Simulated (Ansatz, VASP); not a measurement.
C: VASP beside Ansatz

INCAR

```
PREC = Accurate ; ENCUT = 520
EDIFF = 1E-6 ; ISMEAR = 0
SIGMA = 0.03 ; LREAL = F
LASPH = T ; NELM = 60
ALGO = Normal ; ISIF = 2
LWAVE = F ; LCHARG = F
NBANDS = 11
```

Contents of KPOINTS:

```
regular mesh
0
Gamma
  16 16 16
```

POSCAR

```
C
1.0
    0.0377971790      2.1166507492      3.3597492418
    1.2605818467      0.0000000000      3.3735055693
    1.2227846677      2.1166507492      0.0137563275
C
2
Direct
    0.1667065656      0.8332934344      0.1667065656
    0.8332934344      0.1667065656      0.8332934344
```

Input for Ansatz:

```yaml
crystal:
  lattice:
    - [0.037797179, 2.1166507492, 3.3597492418]
    - [1.2605818467, 0.0, 3.3735055693]
    - [1.2227846677, 2.1166507492, 0.0137563275]
  atoms:
    - { symbol: C, position: [0.1667065656, 0.8332934344, 0.1667065656] }
    - { symbol: C, position: [0.8332934344, 0.1667065656, 0.8332934344] }
basis:
  ecutwfc: 420
kpoints:
  mp_grid: { grid: [16, 16, 16] }
hamiltonian:
  xc: lda
scf:
  occupations: { method: gaussian, width: 0.03 }
output:
  forces: true
  stress: true
  eigenvalues: true
```

Change from the starting cell: strain +0.0225 x Voigt [0, 0, 0, 0, 1, 0], atoms carried along.

Alike in both runs: task single point; functional LDA; k mesh 16 × 16 × 16; occupations gaussian, width 0.03 eV; no spin polarisation.

```csv
,VASP,Ansatz
version,VASP 6.6.1,Ansatz 0.2.0
potentials or method,"VASP PAW LDA potentials, release 64 (C), cutoff 520 eV","scalar-relativistic, plane waves, PAW"
valence electrons in the cell,8,8
```

VASP gave:

* gap on the k mesh at the Fermi level (eV): 0.20
* least direct gap on the mesh (eV): 0.26
* pressure (GPa): 0.8
* traceless stress, the component that is largest in VASP (GPa): -0.76
* rms of the force components (eV/Å): 0.014

Question: Estimate Ansatz's values.

Answer: gap on the k mesh at the Fermi level (eV): 0.20; least direct gap on the mesh (eV): 0.26; pressure (GPa): 0.0; traceless stress, the component that is largest in VASP (GPa): 0.16; rms of the force components (eV/Å): 0.013.

LDA's correlation is that of Perdew and Zunger in VASP and of Perdew and Wang (1992) in Ansatz. Atom by atom the forces differ by 0.000 eV/Å (rms over components).
